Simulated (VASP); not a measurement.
# SiO2 (rutile type) (P4_2/mnm) in VASP: a series of runs

The runs below take SiO2 (rutile type) through single point, with PBEsol.

All numbers are computed with VASP 6.6.1; they aren't measurements. Logs are shortened: lines on timing, memory, paths and dates and some standing lists are left out, and cuts for length are marked.

**1. The cell of the first run**

The structure is tetragonal, space group P4_2/mnm (No. 136). Conventional cell: a = 3.728 Å, b = 3.728 Å, c = 2.441 Å, α = 90.00°, β = 90.00°, γ = 90.00°. Si (site symmetry mmm) has 6 O at 1.58 to 1.61 Å within 2.1 Å. Within 2.3 Å of O (site symmetry m2m) lie 3 Si at 1.58 to 1.61 Å and 9 O at 2.11 to 2.26 Å.

**2. Single point, PBEsol (5.66 Å³/atom)**

File INCAR:

```
SYSTEM = SiO2
PREC = Accurate
ENCUT = 520
EDIFF = 1E-7
ISMEAR = -1
SIGMA = 0.05
LREAL = .FALSE.
LASPH = .TRUE.
NELM = 80
ALGO = Normal
ISIF = 2
LWAVE = .FALSE.
LCHARG = .FALSE.
GGA = PS
NBANDS = 25
```

File KPOINTS:

```
Automatic mesh
0
G
  8 8 11
  0 0 0
```

File POSCAR:

```
SiO2
1.0
    3.7281539530      0.0000000000      0.0000000000
    0.0000000000      3.7281539530      0.0000000000
    0.0000000000      0.0000000000      2.4413400009
Si O
2 4
Direct
    0.0000000000      0.0000000000      0.0000000000
    0.5000000000      0.5000000000      0.5000000000
    0.2995288203      0.2995288203      0.0000000000
    0.7004711797      0.7004711797      0.0000000000
    0.7995288203      0.2004711797      0.5000000000
    0.2004711797      0.7995288203      0.5000000000
```

Potentials or basis: VASP PAW PBE potentials, release 64 (Si, O).

Run with:

```console
> cat potpaw_PBE.64/Si/POTCAR potpaw_PBE.64/O/POTCAR > POTCAR
> mpirun -np 1 vasp_std > vasp.out
```

OUTCAR:

```text
SYSTEM = SiO2
   PREC = Accurate
   ENCUT = 520
   EDIFF = 1E-7
   ISMEAR = -1
   LREAL = .FALSE.
   LASPH = .TRUE.
   NELM = 80
   ISIF = 2
   GGA = PS

 ion  position               nearest neighbor table
   1  0.000  0.000  0.000-   3 1.58   4 1.58   5 1.61   6 1.61   5 1.61   6 1.61   2 2.91   2 2.91
                             2 2.91   2 2.91   2 2.91   2 2.91   2 2.91   2 2.91
   2  0.500  0.500  0.500-   5 1.58   6 1.58   3 1.61   4 1.61   3 1.61   4 1.61   1 2.91   1 2.91
                             1 2.91   1 2.91   1 2.91   1 2.91   1 2.91   1 2.91
   3  0.300  0.300  0.000-   1 1.58   2 1.61   2 1.61
   4  0.700  0.700  0.000-   1 1.58   2 1.61   2 1.61
   5  0.800  0.200  0.500-   2 1.58   1 1.61   1 1.61
   6  0.200  0.800  0.500-   2 1.58   1 1.61   1 1.61

  LATTYP: Found a simple tetragonal cell.
 ALAT       =     3.7281539530
 C/A-ratio  =     0.6548388376

  Lattice vectors:

 A1 = (   3.7281539530,   0.0000000000,   0.0000000000)
 A2 = (   0.0000000000,   3.7281539530,   0.0000000000)
 A3 = (   0.0000000000,   0.0000000000,   2.4413400009)

Analysis of symmetry for initial positions (statically):
=====================================================================
 Subroutine PRICEL returns:
 Original cell was already a primitive cell.

 Routine SETGRP: Setting up the symmetry group for a
 simple tetragonal supercell.

 Subroutine GETGRP returns: Found 16 space group operations
 (whereof  8 operations were pure point group operations)
 out of a pool of 16 trial point group operations.

The static configuration has the point symmetry D_2h.
 The point group associated with its full space group is D_4h.

Analysis of symmetry for dynamics (positions and initial velocities):
=====================================================================
 Subroutine PRICEL returns:
 Original cell was already a primitive cell.

 Routine SETGRP: Setting up the symmetry group for a
 simple tetragonal supercell.

 Subroutine GETGRP returns: Found 16 space group operations
 (whereof  8 operations were pure point group operations)
 out of a pool of 16 trial point group operations.

The dynamic configuration has the point symmetry D_2h.
 The point group associated with its full space group is D_4h.

 Subroutine INISYM returns: Found 16 space group operations
 (whereof  8 operations are pure point group operations),
 and found     1 'primitive' translations

----------------------------------------------------------------------------------------

                                     Primitive cell

  volume of cell :      33.9325

  direct lattice vectors                    reciprocal lattice vectors
     3.728153953  0.000000000  0.000000000     0.268229266  0.000000000  0.000000000
     0.000000000  3.728153953  0.000000000     0.000000000  0.268229266  0.000000000
     0.000000000  0.000000000  2.441340001     0.000000000  0.000000000  0.409611115

  length of vectors
     3.728153953  3.728153953  2.441340001     0.268229266  0.268229266  0.409611115

  position of ions in fractional coordinates (direct lattice)
     0.000000000  0.000000000  0.000000000
     0.500000000  0.500000000  0.500000000
     0.299528820  0.299528820  0.000000000
     0.700471180  0.700471180  0.000000000
     0.799528820  0.200471180  0.500000000
     0.200471180  0.799528820  0.500000000

  ion indices of the primitive-cell ions
   primitive index   ion index
                 1           1
                 2           2
                 3           3
                 4           4
                 5           5
                 6           6

----------------------------------------------------------------------------------------

 KPOINTS: Automatic mesh

Automatic generation of k-mesh.
 Grid dimensions read from file:
 generate k-points for:    8    8   11

 Generating k-lattice:

  Cartesian coordinates                     Fractional coordinates (reciprocal lattice)
     0.033528658  0.000000000  0.000000000     0.125000000  0.000000000  0.000000000
     0.000000000  0.033528658  0.000000000     0.000000000  0.125000000  0.000000000
     0.000000000  0.000000000  0.037237374     0.000000000  0.000000000  0.090909091

  Length of vectors
     0.033528658  0.033528658  0.037237374

  Shift w.r.t. Gamma in fractional coordinates (k-lattice)
     0.000000000  0.000000000  0.000000000

 Subroutine IBZKPT returns following result:
 ===========================================

 Found     90 irreducible k-points:

 Following reciprocal coordinates:
            Coordinates               Weight
  0.000000  0.000000  0.000000      1.000000
  0.125000  0.000000  0.000000      4.000000
  0.250000  0.000000  0.000000      4.000000
  0.375000  0.000000  0.000000      4.000000
  0.500000  0.000000  0.000000      2.000000
  0.125000  0.125000  0.000000      4.000000
[... 16 lines left out ...]
  0.375000  0.125000  0.090909     16.000000
  0.500000  0.125000  0.090909      8.000000
[... 28 lines left out ...]
   TEBEG  =    0.0;   TEEND  =   0.0 temperature during run
   PSTRESS=    0.0 pullay stress
   NELECT =      32.0000    total number of electrons
   NUPDOWN=      -1.0000    fix difference up-down
   EMIN   =  10.00;   EMAX   =-10.00  energy-range for DOS
   EFERMI =   0.00;   METHOD = LEGACY
   ISMEAR =    -1;   SIGMA  =   0.05  broadening in eV -4-tet -1-fermi 0-gaus
   EFERMI_NEDOS =   21; number of points for ismear=-14 and -15
   IALGO  =     38    algorithm
   IMIX   =      4    mixing-type and parameters
     AMIX     =   0.40;   BMIX     =  1.00
     AMIX_MAG =   1.60;   BMIX_MAG =  1.00
  volume/ion in A,a.u.               =       5.66        38.16
  Fermi-wavevector in a.u.,A,eV,Ry     =   1.605411  3.033786 35.066891  2.577344
  Thomas-Fermi vector in A             =   2.701761
   LORBIT       =      0    0 simple, 1 ext, 2 COOP (PROOUT), +10 PAW based schemes
   GGA     = PS    functional components
   LHFCALC =     F    Hartree Fock is set to
   AEXX    =    0.0000 exact exchange contribution
   IVDW    =     0    specifies the selected vdW correction
   LEPSILON=     F    determine dielectric tensor
   LRPA    =     F    only Hartree local field effects (RPA)
 non-spin polarized calculation
  energy-cutoff  :      520.00
  volume of cell :       33.93
 maximum number of plane-waves:       929
 NGX is ok and might be reduce to    28
   NGX = 13   NGY = 13   NGZ =  9

 number of electron      31.9999987 magnetization

 Free energy of the ion-electron system (eV)
  ---------------------------------------------------
  ext. energy  EPLUGINS =         0.00000000
  ---------------------------------------------------
  free energy    TOTEN  =       -42.76667953 eV

  energy without entropy =      -42.76667953  energy(sigma->0) =      -42.76667953

 E-fermi :  14.2232     XC(G=0): -14.2739

 val. band max:       13.3063616597   @ k =   0.0000   0.0000   0.0000
 cond. band min:      20.1694042528   @ k =   0.0000   0.0000   0.0000
 fundamental gap:      6.8630425930
 Fermi energy:        14.2232261590

 k-point     1 :       0.0000    0.0000    0.0000
  band No.  band energies     occupation
      1     -13.1198      2.00000
      2      -7.6233      2.00000
      3      -7.6233      2.00000
      4      -6.7111      2.00000
      5      -0.1807      2.00000
      6       3.5534      2.00000
[... 17 lines left out ...]
     24      32.8233      0.00000
     25      33.0583      0.00000

 k-point     2 :       0.1250    0.0000    0.0000
  band No.  band energies     occupation
      1     -13.0001      2.00000
      2      -8.2465      2.00000
      3      -7.5493      2.00000
      4      -6.3875      2.00000
      5      -0.1003      2.00000
      6       3.7853      2.00000
[... 17 lines left out ...]
     24      32.0882      0.00000
     25      32.4537      0.00000

 k-point     3 :       0.2500    0.0000    0.0000
  band No.  band energies     occupation
      1     -12.6450      2.00000
      2      -9.2819      2.00000
      3      -7.3368      2.00000
      4      -6.1882      2.00000
      5       0.1559      2.00000
      6       3.2321      2.00000
[... 552 lines left out ...]
 k-point    23 :       0.3750    0.1250    0.0909
  band No.  band energies     occupation
      1     -11.8158      2.00000
      2     -10.1378      2.00000
      3      -7.2664      2.00000
      4      -6.4488      2.00000
      5       1.0248      2.00000
      6       2.5559      2.00000
[... 17 lines left out ...]
     24      29.5928      0.00000
     25      30.5889      0.00000

 k-point    24 :       0.5000    0.1250    0.0909
  band No.  band energies     occupation
      1     -11.0525      2.00000
      2     -11.0525      2.00000
      3      -6.8500      2.00000
      4      -6.8500      2.00000
      5       1.7279      2.00000
      6       1.7279      2.00000
[... 17 lines left out ...]
     24      28.7192      0.00000
     25      30.9266      0.00000

 [... further k-points ...]
[... 5 lines left out ...]
  --------------------------------------------------------------------------------------
  -------------------------------------------------------------------------------------
  Total       42.1135203     42.1135203     42.3714220     -0.0000000      0.0000000      0.0000000
  in kB     1988.4569131   1988.4569131   2000.6341550     -0.0000000      0.0000000      0.0000000
  external PRESSURE =    1992.5159938 kB  Pullay stress =       0.0000000 kB

 VOLUME and BASIS-vectors are now :
 -----------------------------------------------------------------------------
  energy-cutoff  :      520.00
  volume of cell :       33.93
      direct lattice vectors                 reciprocal lattice vectors
     3.728153953  0.000000000  0.000000000     0.268229266  0.000000000  0.000000000
     0.000000000  3.728153953  0.000000000     0.000000000  0.268229266  0.000000000
     0.000000000  0.000000000  2.441340001     0.000000000  0.000000000  0.409611115

 POSITION                                       TOTAL-FORCE (eV/Angst)
 -----------------------------------------------------------------------------------
      0.00000      0.00000      0.00000         0.000000      0.000000      0.000000
      1.86408      1.86408      1.22067         0.000000      0.000000      0.000000
      1.11669      1.11669      0.00000        -0.018871     -0.018871     -0.000000
      2.61146      2.61146      0.00000         0.018871      0.018871      0.000000
      2.98077      0.74739      1.22067        -0.018871      0.018871      0.000000
      0.74739      2.98077      1.22067         0.018871     -0.018871     -0.000000
 -----------------------------------------------------------------------------------
    total drift:                                0.000000      0.000000      0.000000

  FREE ENERGIE OF THE ION-ELECTRON SYSTEM (eV)
  ---------------------------------------------------
  free  energy   TOTEN  =       -42.7666795296 eV

  energy  without entropy=      -42.7666795295  energy(sigma->0) =      -42.76667953
```

It took 2 min on 1 thread of Intel Xeon 8259CL, shared host; peak memory 0.17 GiB.

Results:

```yaml
Free_energy: -42.7667 eV
Pressure: 199.3 GPa
Largest_force: 0.027 eV/Å
Band_gap_on_the_k_mesh: 6.86 eV
```

Forces in eV/Å, atoms in the order of the input:
```
Si   0.000  0.000  0.000
Si   0.000  0.000  0.000
O   -0.019 -0.019  0.000
O    0.019  0.019  0.000
O   -0.019  0.019  0.000
O    0.019 -0.019  0.000
```

Levels at points of the mesh, in eV from the valence-band top:
| k point | band 13 | band 14 | band 15 | band 16 | band 17 | band 18 | band 19 | band 20 |
| --- | --- | --- | --- | --- | --- | --- | --- | --- |
| (0.00, 0.00, 0.00) | -2.62 | -1.13 | -1.13 | 0.00 | 6.86 | 10.49 | 10.49 | 11.18 |
| (0.50, 0.00, 0.00) | -3.46 | -3.46 | -1.37 | -1.37 | 9.90 | 9.90 | 12.01 | 12.01 |
| (0.50, 0.50, 0.00) | -3.92 | -3.92 | -3.55 | -3.55 | 10.39 | 10.39 | 12.82 | 12.82 |

Caveat: the cell stands under pressure; the PAW data sets were made with another functional, which shifts forces and pressure a little; an odd mesh through Γ misses points on the zone boundary, where band edges can lie.

**3. Single point, PBEsol**

This run uses another cell than the first one, of 6.28 Å³/atom.

File INCAR:

```
PREC     = Accurate       # precision mode
ENCUT    = 520            # plane-wave cutoff, eV
EDIFF    = 1E-6           # SCF threshold, eV
ISMEAR   = -1             # smearing method
SIGMA    = 0.05           # smearing width, eV
LREAL    = F              # projectors in reciprocal space
LASPH    = T              # aspherical terms in the spheres
NELM     = 60             # most SCF steps
ALGO     = Normal         # electronic algorithm
ISIF     = 2              # what is computed and relaxed
LWAVE    = F              # write WAVECAR
LCHARG   = F              # write CHGCAR
GGA      = PS             # functional
NBANDS   = 25             # bands
```

File KPOINTS:

```
regular mesh
0
Gamma
  8 8 11
```

File POSCAR:

```
SiO2
1.0
    3.8644983274      0.0000000000      0.0000000000
    0.0000000000      3.8644983274      0.0000000000
    0.0000000000      0.0000000000      2.5245686593
Si O
2 4
Direct
    0.0000000000      0.0000000000      0.0000000000
    0.5000000000      0.5000000000      0.5000000000
    0.3007538850      0.3007538850      0.0000000000
    0.6992461150      0.6992461150      0.0000000000
    0.8007538850      0.1992461150      0.5000000000
    0.1992461150      0.8007538850      0.5000000000
```

Potentials or basis: VASP PAW PBE potentials, release 64 (Si, O).

Run with:

```console
> cat potpaw_PBE.64/Si/POTCAR potpaw_PBE.64/O/POTCAR > POTCAR
> mpirun -np 1 vasp_std > vasp.out
```

Run time: 2.2 min. Hardware: 1 thread of Intel Xeon 8259CL, shared host; peak memory 0.19 GiB.

Results (log left out):

```yaml
Free_energy: -46.3252 eV
Pressure: 108.9 GPa
Largest_force: 0.019 eV/Å
Band_gap_on_the_k_mesh: 6.79 eV
```

Forces on the atoms (eV/Å):
```
Si   0.000  0.000  0.000
Si   0.000  0.000  0.000
O   -0.014 -0.014  0.000
O    0.014  0.014  0.000
O   -0.014  0.014  0.000
O    0.014 -0.014  0.000
```

Stress tensor (GPa, compression positive):
```
108.60   0.00   0.00
  0.00 108.60   0.00
  0.00   0.00 109.56
```

Levels at points of the mesh, in eV from the valence-band top:
| k point | band 12 | band 13 | band 14 | band 15 | band 16 | band 17 | band 18 | band 19 | band 20 | band 21 |
| --- | --- | --- | --- | --- | --- | --- | --- | --- | --- | --- |
| (0.00, 0.00, 0.00) | -3.94 | -2.58 | -1.06 | -1.06 | 0.00 | 6.79 | 9.48 | 9.65 | 9.65 | 11.23 |
| (0.50, 0.00, 0.00) | -5.14 | -3.19 | -3.19 | -1.26 | -1.26 | 9.42 | 9.42 | 10.79 | 10.79 | 12.77 |
| (0.50, 0.50, 0.00) | -4.16 | -3.56 | -3.56 | -3.08 | -3.08 | 9.54 | 9.54 | 11.78 | 11.78 | 14.74 |

Caveat: the cell stands under pressure; the PAW data sets were made with another functional, which shifts forces and pressure a little; an odd mesh through Γ misses points on the zone boundary, where band edges can lie.

**4. Single point, PBEsol (6.28 Å³/atom)**

This run uses another cell than the first one, of 6.28 Å³/atom.

File INCAR:

```
SYSTEM = SiO2
ALGO = Normal
EDIFF = 1E-6
ENCUT = 520
GGA = PS
ISIF = 2
ISMEAR = -1
LASPH = .TRUE.
LCHARG = .FALSE.
LREAL = .FALSE.
LWAVE = .FALSE.
NBANDS = 25
NELM = 100
PREC = Accurate
SIGMA = 0.05
```

File KPOINTS:

```
k-points
0
G
  8 8 11
  0 0 0
```

POSCAR is that of step 3.

Run with:

```console
> cat potpaw_PBE.64/Si/POTCAR potpaw_PBE.64/O/POTCAR > POTCAR
> mpirun -np 1 vasp_std > vasp.out
```

Wall time 1.8 min (1 thread of Intel Xeon 8259CL, shared host); peak memory 0.19 GiB.

The run converged. Its results:

```
Free energy            : -46.3252 eV
Pressure               : 108.9 GPa
Largest force          : 0.019 eV/Å
Band gap on the k mesh : 6.79 eV
```

Forces in eV/Å, atoms in the order of the input:
```
Si   0.000  0.000  0.000
Si   0.000  0.000  0.000
O   -0.014 -0.014  0.000
O    0.014  0.014  0.000
O   -0.014  0.014  0.000
O    0.014 -0.014  0.000
```

Stress tensor (GPa, compression positive):
```
108.60   0.00   0.00
  0.00 108.60   0.00
  0.00   0.00 109.56
```

Levels at points of the mesh, in eV from the valence-band top:
```tsv
k point	band 12	band 13	band 14	band 15	band 16	band 17	band 18	band 19	band 20	band 21
(0.00, 0.00, 0.00)	-3.94	-2.58	-1.06	-1.06	0.00	6.79	9.48	9.65	9.65	11.23
(0.50, 0.00, 0.00)	-5.14	-3.19	-3.19	-1.26	-1.26	9.42	9.42	10.79	10.79	12.77
(0.50, 0.50, 0.00)	-4.16	-3.56	-3.56	-3.08	-3.08	9.54	9.54	11.78	11.78	14.74
```

Caveat: the cell stands under pressure; the PAW data sets were made with another functional, which shifts forces and pressure a little; an odd mesh through Γ misses points on the zone boundary, where band edges can lie.

**5. Single point, PBEsol**

This run uses another cell than the first one, of 6.91 Å³/atom.

File INCAR:

```
SYSTEM = SiO2
PREC = Accurate ; ENCUT = 520
EDIFF = 1E-7 ; ISMEAR = -1
SIGMA = 0.05 ; LREAL = .False.
LASPH = .True. ; NELM = 80
ALGO = Normal ; ISIF = 2
LWAVE = .False. ; LCHARG = .True.
GGA = PS ; LELF = .True.
LVHAR = .True. ; NBANDS = 25
```

File KPOINTS:

```
regular mesh
0
Gamma
  8 8 11
  0 0 0
```

File POSCAR:

```
SiO2
1.0
    3.9963460058      0.0000000000      0.0000000000
    0.0000000000      3.9963460058      0.0000000000
    0.0000000000      0.0000000000      2.5968086774
Si O
2 4
Direct
    0.0000000000      0.0000000000      0.0000000000
    0.5000000000      0.5000000000      0.5000000000
    0.3023330083      0.3023330083      0.0000000000
    0.6976669917      0.6976669917      0.0000000000
    0.8023330083      0.1976669917      0.5000000000
    0.1976669917      0.8023330083      0.5000000000
```

Run with:

```console
> cat potpaw_PBE.64/Si/POTCAR potpaw_PBE.64/O/POTCAR > POTCAR
> mpirun -np 1 vasp_std > vasp.out
```

It took 2.2 min on 1 thread of Intel Xeon 8259CL, shared host; peak memory 0.19 GiB.

Results (log left out):

* Free energy: -48.1664 eV
* Pressure: 51.0 GPa
* Largest force: 0.023 eV/Å
* Band gap on the k mesh: 6.67 eV

Forces in eV/Å, atoms in the order of the input:
```
Si   0.000  0.000  0.000
Si   0.000  0.000  0.000
O   -0.016 -0.016  0.000
O    0.016  0.016  0.000
O   -0.016  0.016  0.000
O    0.016 -0.016  0.000
```

Stress tensor (GPa, compression positive):
```
50.70  0.00  0.00
 0.00 50.70  0.00
 0.00  0.00 51.58
```

Levels at points of the mesh, in eV from the valence-band top:
| k point | band 12 | band 13 | band 14 | band 15 | band 16 | band 17 | band 18 | band 19 | band 20 | band 21 |
| --- | --- | --- | --- | --- | --- | --- | --- | --- | --- | --- |
| (0.00, 0.00, 0.00) | -3.59 | -2.55 | -0.99 | -0.99 | 0.00 | 6.67 | 7.57 | 8.96 | 8.96 | 11.01 |
| (0.50, 0.00, 0.00) | -4.59 | -2.97 | -2.97 | -1.17 | -1.17 | 8.81 | 8.81 | 9.72 | 9.72 | 11.92 |
| (0.50, 0.50, 0.00) | -3.77 | -3.22 | -3.22 | -2.70 | -2.70 | 8.59 | 8.59 | 10.88 | 10.88 | 14.18 |

Caveat: the cell stands under pressure; the PAW data sets were made with another functional, which shifts forces and pressure a little; an odd mesh through Γ misses points on the zone boundary, where band edges can lie.

**6. Overview**

```csv
cell,gap on the mesh (eV),pressure (GPa),largest force (eV/Å)
"a = 3.728, b = 3.728, c = 2.441 Å, 6 atoms, atomic positions A",6.86,199.3,0.03
"a = 3.864, b = 3.864, c = 2.525 Å, 6 atoms, atomic positions A",6.79,108.9,0.02
"a = 3.996, b = 3.996, c = 2.597 Å, 6 atoms, atomic positions B",6.67,51.0,0.02
```

Alike in all rows: task single point; level PBEsol; potentials or basis VASP PAW PBE potentials, release 64 (Si, O); no spin polarisation; k mesh 8 × 8 × 11; cutoff (eV) 520; smearing fermi-dirac 0.05 eV.

Caveats: the cell stands under pressure; the PAW data sets were made with another functional, which shifts forces and pressure a little; an odd mesh through Γ misses points on the zone boundary, where band edges can lie.

Absolute energies hang on the potentials; compare differences alone.
